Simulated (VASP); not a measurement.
Input of a VASP 6.6.1 run:

The input POSCAR:

```
Ti
1.0
    0.0000000000      2.0300000000      2.0706000000
    2.0300000000      0.0000000000      2.0706000000
    2.0300000000      2.0300000000      0.0000000000
Ti
1
Direct
    0.0000000000      0.0000000000      0.0000000000
```

File INCAR.step1:

```
PREC = Accurate ; ENCUT = 520
ISMEAR = 0 ; SIGMA = 0.15
LREAL = False ; LASPH = True
NELM = 80 ; NBANDS = 12
GGA = PE ; ALGO = Normal
EDIFF = 1E-4 ; LWAVE = True
LCHARG = False
```

The input INCAR.step2:

```
PREC = Accurate ; ENCUT = 520
EDIFF = 1E-6 ; ISMEAR = 0
SIGMA = 0.15 ; LREAL = False
LASPH = True ; NELM = 80
ALGO = Normal ; ISIF = 2
LWAVE = False ; LCHARG = False
METAGGA = R2SCAN ; LMIXTAU = True
NBANDS = 12 ; ISTART = 1
```

File KPOINTS:

```
regular mesh
0
Gamma
  20 20 20
```

Potentials or basis: VASP PAW PBE potentials, release 64 (Ti_sv).

Launch:

```console
$ cat potpaw_PBE.64/Ti_sv/POTCAR > POTCAR
$ cp INCAR.step1 INCAR
$ mpirun -np 1 vasp_std > vasp.out
$ cp INCAR.step2 INCAR
$ mpirun -np 1 vasp_std > vasp.out
```

Estimate the pressure.

2.4 GPa.

What does it give for the band gap on the k mesh?

Zero (bands 6 and 7 overlap by 1.44 eV).

Stress tensor (GPa, compression positive):
```
2.63 0.00 0.00
0.00 2.63 0.00
0.00 0.00 1.95
```

Caveat: the cell differs from its parent crystal (strain +0.0200 x Voigt [0, 0, 1, 0, 0, 0]); the PAW data sets were made with another functional, which shifts forces and pressure a little.
